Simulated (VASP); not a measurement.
# Te2Mo in VASP: further runs

Te2Mo is run at these levels: PBE; tasks: single point.

All numbers are computed with VASP 6.6.1; they aren't measurements. Logs are shortened: lines on timing, memory, paths and dates and some standing lists are left out, and cuts for length are marked.

### 1 The cell of the first run

The cell holds a slab with vacuum, 3 atoms: a = 3.560 Å, b = 3.560 Å, c = 17.524 Å, α = 90.00°, β = 90.00°, γ = 120.00°.

### 2 Single point, PBE

Contents of INCAR:

```
PREC = Accurate ; ENCUT = 500
EDIFF = 1E-6 ; ISMEAR = -4
SIGMA = 0.1 ; LREAL = False
LASPH = True ; NELM = 120
ALGO = Normal ; ISIF = 2
LWAVE = False ; LCHARG = False
GGA = PE ; NBANDS = 20
GGA_COMPAT = False
```

Contents of KPOINTS:

```
Automatic mesh
0
Gamma
  4 4 1
```

Contents of POSCAR:

```
Te2Mo
1.0
    3.5602328140      0.0000000000      0.0000000000
   -1.7801164070      3.0832520603      0.0000000000
    0.0000000000      0.0000000000     17.5240578200
Te Mo
2 1
Direct
    0.3333333333      0.6666666667      0.8978554500
    0.3333333333      0.6666666667      0.1021445500
    0.0000000000      0.0000000000      0.0000000000
```

Potentials or basis: VASP PAW PBE potentials, release 64 (Te, Mo_sv).

The run is started by

```bash
cat potpaw_PBE.64/Te/POTCAR potpaw_PBE.64/Mo_sv/POTCAR > POTCAR
mpirun -np 1 vasp_std > vasp.out
```

OUTCAR:

```text
PREC = Accurate
   ENCUT = 500
   EDIFF = 1E-6
   ISMEAR = -4
   LREAL = False
   LASPH = True
   NELM = 120
   ISIF = 2
   GGA = PE

 ion  position               nearest neighbor table
   1  0.333  0.667  0.898-   3 2.73   3 2.73   3 2.73   2 3.58
   2  0.333  0.667  0.102-   3 2.73   3 2.73   3 2.73   1 3.58
   3  0.000  0.000  0.000-   1 2.73   2 2.73   1 2.73   2 2.73   1 2.73   2 2.73

  LATTYP: Found a hexagonal cell.
 ALAT       =     3.5602328140
 C/A-ratio  =     4.9221662558

  Lattice vectors:

 A1 = (   3.5602328140,   0.0000000000,   0.0000000000)
 A2 = (  -1.7801164070,   3.0832520603,   0.0000000000)
 A3 = (   0.0000000000,   0.0000000000,  17.5240578200)

Analysis of symmetry for initial positions (statically):
=====================================================================
 Subroutine PRICEL returns:
 Original cell was already a primitive cell.

 Routine SETGRP: Setting up the symmetry group for a
 hexagonal supercell.

 Subroutine GETGRP returns: Found 12 space group operations
 (whereof 12 operations were pure point group operations)
 out of a pool of 24 trial point group operations.

The static configuration has the point symmetry D_3h.

Analysis of symmetry for dynamics (positions and initial velocities):
=====================================================================
 Subroutine PRICEL returns:
 Original cell was already a primitive cell.

 Routine SETGRP: Setting up the symmetry group for a
 hexagonal supercell.

 Subroutine GETGRP returns: Found 12 space group operations
 (whereof 12 operations were pure point group operations)
 out of a pool of 24 trial point group operations.

The dynamic configuration has the point symmetry D_3h.

 Subroutine INISYM returns: Found 12 space group operations
 (whereof 12 operations are pure point group operations),
 and found     1 'primitive' translations

----------------------------------------------------------------------------------------

                                     Primitive cell

  volume of cell :     192.3633

  direct lattice vectors                    reciprocal lattice vectors
     3.560232814  0.000000000  0.000000000     0.280880508  0.162166437  0.000000000
    -1.780116407  3.083252060  0.000000000     0.000000000  0.324332873  0.000000000
     0.000000000  0.000000000 17.524057820     0.000000000  0.000000000  0.057064409

  length of vectors
     3.560232814  3.560232814 17.524057820     0.324332873  0.324332873  0.057064409

  position of ions in fractional coordinates (direct lattice)
     0.333333333  0.666666667  0.897855450
     0.333333333  0.666666667  0.102144550
     0.000000000  0.000000000  0.000000000

  ion indices of the primitive-cell ions
   primitive index   ion index
                 1           1
                 2           2
                 3           3

----------------------------------------------------------------------------------------

 KPOINTS: Automatic mesh

Automatic generation of k-mesh.
 Grid dimensions read from file:
 generate k-points for:    4    4    1

 Generating k-lattice:

  Cartesian coordinates                     Fractional coordinates (reciprocal lattice)
     0.070220127  0.040541609  0.000000000     0.250000000  0.000000000  0.000000000
     0.000000000  0.081083218  0.000000000     0.000000000  0.250000000  0.000000000
     0.000000000  0.000000000  0.057064409     0.000000000  0.000000000  1.000000000

  Length of vectors
     0.081083218  0.081083218  0.057064409

  Shift w.r.t. Gamma in fractional coordinates (k-lattice)
     0.000000000  0.000000000  0.000000000

 TETIRR: Found     10 inequivalent tetrahedra from       96

 Subroutine IBZKPT returns following result:
 ===========================================

 Found      4 irreducible k-points:

 Following reciprocal coordinates:
            Coordinates               Weight
  0.000000  0.000000  0.000000      1.000000
  0.250000  0.000000  0.000000      6.000000
  0.500000  0.000000  0.000000      3.000000
  0.250000  0.250000  0.000000      6.000000
   k-points           NKPTS =      4   k-points in BZ     NKDIM =      4   number of bands    NBANDS=     20
   number of dos      NEDOS =    301   number of ions     NIONS =      3
   total plane-waves  NPLWV = 100352
   dimension x,y,z NGX =    28 NGY =   28 NGZ =  128
   dimension x,y,z NGXF=    56 NGYF=   56 NGZF=  256
   ions per type =               2   1
   NGX,Y,Z   is equivalent  to a cutoff of  13.07, 13.07, 12.14 a.u.
   NGXF,Y,Z  is equivalent  to a cutoff of  26.15, 26.15, 24.29 a.u.
 SYSTEM =  unknown system
   PREC   = accura    normal or accurate (medium, high low for compatibility)
   ISTART =      0    job   : 0-new  1-cont  2-samecut
   ICHARG =      2    charge: 1-file 2-atom 10-const
   ISPIN  =      1    spin polarized calculation?
   LNONCOLLINEAR =      F non collinear calculations
   LSORBIT =      F    spin-orbit coupling
   LASPH  =      T    aspherical Exc in radial PAW
   ENCUT  =  500.0 eV  36.75 Ry    6.06 a.u.   6.49  6.49 31.95*2*pi/ulx,y,z
   NELM   =    120;   NELMIN=  2; NELMDL= -5     # of ELM steps
   EDIFF  = 0.1E-05   stopping-criterion for ELM
   LREAL  =      F    real-space projection
   EDIFFG = 0.1E-04   stopping-criterion for IOM
   NSW    =      0    number of steps for IOM
   IBRION =     -1    ionic relax: 0-MD 1-quasi-New 2-CG
   NFREE  =      0    steps in history (QN), initial steepest desc. (CG)
   ISIF   =      2    stress and relaxation
   ISYM   =      2    0-nonsym 1-usesym 2-fastsym
   POTIM  = 0.5000    time-step for ionic-motion
   TEBEG  =    0.0;   TEEND  =   0.0 temperature during run
   PSTRESS=    0.0 pullay stress
   NELECT =      26.0000    total number of electrons
   NUPDOWN=      -1.0000    fix difference up-down
   EMIN   =  10.00;   EMAX   =-10.00  energy-range for DOS
   EFERMI =   0.00;   METHOD = LEGACY
   ISMEAR =    -4;   SIGMA  =   0.10  broadening in eV -4-tet -1-fermi 0-gaus
   EFERMI_NEDOS =   21; number of points for ismear=-14 and -15
   IALGO  =     38    algorithm
   IMIX   =      4    mixing-type and parameters
     AMIX     =   0.40;   BMIX     =  1.00
     AMIX_MAG =   1.60;   BMIX_MAG =  1.00
  volume/ion in A,a.u.               =      64.12       432.71
  Fermi-wavevector in a.u.,A,eV,Ry     =   0.840153  1.587660  9.603777  0.705858
  Thomas-Fermi vector in A             =   1.954489
   LORBIT       =      0    0 simple, 1 ext, 2 COOP (PROOUT), +10 PAW based schemes
   GGA     = PE    functional components
   LHFCALC =     F    Hartree Fock is set to
   AEXX    =    0.0000 exact exchange contribution
   IVDW    =     0    specifies the selected vdW correction
   LEPSILON=     F    determine dielectric tensor
   LRPA    =     F    only Hartree local field effects (RPA)
 non-spin polarized calculation
 Fermi weights with tetrahedron method witout Bloechl corrections
  energy-cutoff  :      500.00
  volume of cell :      192.36
 maximum number of plane-waves:      4959
 NGX is ok and might be reduce to    28
   NGX = 13   NGY = 13   NGZ = 63

 number of electron      25.9999997 magnetization

 Free energy of the ion-electron system (eV)
  ---------------------------------------------------
  ext. energy  EPLUGINS =         0.00000000
  ---------------------------------------------------
  free energy    TOTEN  =       -18.06702821 eV

  energy without entropy =      -18.06702821  energy(sigma->0) =      -18.06702821

 E-fermi :  -0.1371     XC(G=0):  -4.7341

 val. band max:       -0.2080643824   @ k =   0.2500   0.2500   0.0000
 cond. band min:       1.4963043970   @ k =   0.5000   0.0000   0.0000
 fundamental gap:      1.7043687794
 Fermi energy:        -0.1371122189

 k-point     1 :       0.0000    0.0000    0.0000
  band No.  band energies     occupation
      1     -60.5555      2.00000
      2     -34.6932      2.00000
      3     -34.6095      2.00000
      4     -34.6095      2.00000
      5     -12.4167      2.00000
      6     -11.4331      2.00000
      7      -4.7953      2.00000
      8      -1.5848      2.00000
      9      -1.5848      2.00000
     10      -1.5050      2.00000
     11      -0.7899      2.00000
     12      -0.7899      2.00000
     13      -0.2690      2.00000
     14       3.1814      0.00000
     15       3.1814      0.00000
     16       3.4756      0.00000
     17       3.4756      0.00000
     18       4.2837      0.00000
     19       4.7615      0.00000
     20       5.6322      0.00000

 k-point     2 :       0.2500    0.0000    0.0000
  band No.  band energies     occupation
      1     -60.5513      2.00000
      2     -34.6805      2.00000
      3     -34.6670      2.00000
      4     -34.6229      2.00000
      5     -11.6370      2.00000
      6     -10.9035      2.00000
      7      -4.0725      2.00000
      8      -3.0716      2.00000
      9      -2.7661      2.00000
     10      -1.5849      2.00000
     11      -0.9659      2.00000
     12      -0.9551      2.00000
     13      -0.6234      2.00000
     14       1.6732      0.00000
     15       2.2786      0.00000
     16       2.3648      0.00000
     17       3.6397      0.00000
     18       5.2109      0.00000
     19       5.7171      0.00000
     20       6.5108      0.00000

 k-point     3 :       0.5000    0.0000    0.0000
  band No.  band energies     occupation
      1     -60.5472      2.00000
      2     -34.7237      2.00000
      3     -34.6677      2.00000
      4     -34.6363      2.00000
      5     -10.5061      2.00000
      6     -10.1736      2.00000
      7      -5.2114      2.00000
      8      -4.3299      2.00000
      9      -3.1823      2.00000
     10      -2.1828      2.00000
     11      -1.4319      2.00000
     12      -0.5938      2.00000
     13      -0.2276      2.00000
     14       1.4963      0.00000
     15       1.8500      0.00000
     16       3.4324      0.00000
     17       3.8284      0.00000
     18       4.0908      0.00000
     19       6.0918      0.00000
     20       6.6891      0.00000

 k-point     4 :       0.2500    0.2500    0.0000
  band No.  band energies     occupation
      1     -60.5472      2.00000
      2     -34.7028      2.00000
      3     -34.6677      2.00000
      4     -34.6574      2.00000
      5     -10.5613      2.00000
      6     -10.1867      2.00000
      7      -4.4223      2.00000
      8      -3.9631      2.00000
      9      -2.9658      2.00000
     10      -2.6905      2.00000
     11      -2.4891      2.00000
     12      -1.2155      2.00000
     13      -0.2081      2.00000
     14       1.5549      0.00000
     15       1.8918      0.00000
     16       2.2454      0.00000
     17       3.8146      0.00000
     18       5.5675      0.00000
     19       6.4730      0.00000
     20       7.0140      0.00000

------------------------ aborting loop because EDIFF is reached ----------------------------------------

  FORCE on cell =-STRESS in cart. coord.  units (eV):
  Direction    XX          YY          ZZ          XY          YZ          ZX
  --------------------------------------------------------------------------------------
  -------------------------------------------------------------------------------------
  Total        0.1060621      0.1060621      0.8531288      0.0000000      0.0000000      0.0000000
  in kB        0.8833823      0.8833823      7.1056380      0.0000000      0.0000000      0.0000000
  external PRESSURE =       2.9574676 kB  Pullay stress =       0.0000000 kB

 VOLUME and BASIS-vectors are now :
 -----------------------------------------------------------------------------
  energy-cutoff  :      500.00
  volume of cell :      192.36
      direct lattice vectors                 reciprocal lattice vectors
     3.560232814  0.000000000  0.000000000     0.280880508  0.162166437  0.000000000
    -1.780116407  3.083252060  0.000000000     0.000000000  0.324332873  0.000000000
     0.000000000  0.000000000 17.524057820     0.000000000  0.000000000  0.057064409

 POSITION                                       TOTAL-FORCE (eV/Angst)
 -----------------------------------------------------------------------------------
     -0.00000      2.05550     15.73407         0.000000      0.000000     -0.240846
     -0.00000      2.05550      1.78999         0.000000     -0.000000      0.240846
      0.00000      0.00000      0.00000        -0.000000      0.000000     -0.000000
 -----------------------------------------------------------------------------------
    total drift:                                0.000000     -0.000000     -0.000000

  FREE ENERGIE OF THE ION-ELECTRON SYSTEM (eV)
  ---------------------------------------------------
  free  energy   TOTEN  =       -18.0670282112 eV

  energy  without entropy=      -18.0670282112  energy(sigma->0) =      -18.06702821
```

It took 16 s on 1 thread of Intel Xeon 6975P-C (Granite Rapids), shared host; peak memory 0.29 GiB.

Results:

| Quantity | Value |
| --- | --- |
| Free energy | -18.0670 eV |
| Largest force | 0.241 eV/Å |
| Band gap on the k mesh | 1.70 eV, indirect (least direct gap 1.72 eV) |

Forces in eV/Å, atoms in the order of the input:
```
Te   0.000  0.000 -0.241
Te   0.000  0.000  0.241
Mo   0.000  0.000  0.000
```

Caveat: the k points lie up to 0.51 Å⁻¹ apart; spin-orbit coupling is left out, which moves the levels of the heavy elements.

(Continued in part 2 of 2.)
